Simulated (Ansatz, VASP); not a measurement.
**Two plane-wave programs on TaN**

```xyz
2
Lattice="0.0000 2.1790 2.1790 2.1790 0.0000 2.1790 2.1790 2.1790 0.0000" Properties=species:S:1:pos:R:3 pbc="T T T"
Ta    2.1790    2.1790    2.1790
N     0.0000    0.0000    0.0000
```

Alike in both runs: task single point; functional PBE; k mesh 7 × 7 × 7; occupations gaussian, width 0.05 eV; collinear spin; Hubbard terms Ta d U = 1.0 eV.

|  | VASP | Ansatz |
| --- | --- | --- |
| version | VASP 6.6.1 | Ansatz 0.2.0 |
| potentials or method | VASP PAW PBE potentials, release 64 (Ta_pv, N), cutoff 520 eV | scalar-relativistic, plane waves, PAW |
| valence electrons in the cell | 16 | 18 |

```csv
,VASP,Ansatz,Ansatz less VASP
gap on the k mesh at the Fermi level (eV),none,none,-
pressure (GPa),18.5,15.2,-3.26
net moment per atom (μB),0.00,0.00,0.000
```

The programs project onto different local orbitals, so the same U acts differently, and such runs can settle in different states. A gap of «none» marks a metal or a gap that the smearing closes. VASP's potentials hold 16 valence electrons a cell and Ansatz's 18, so a difference there can come from the potentials and not from the codes. Ansatz's warnings: filled band counts differ across k points, seeded moment not kept.

Neither program's run includes spin-orbit coupling.
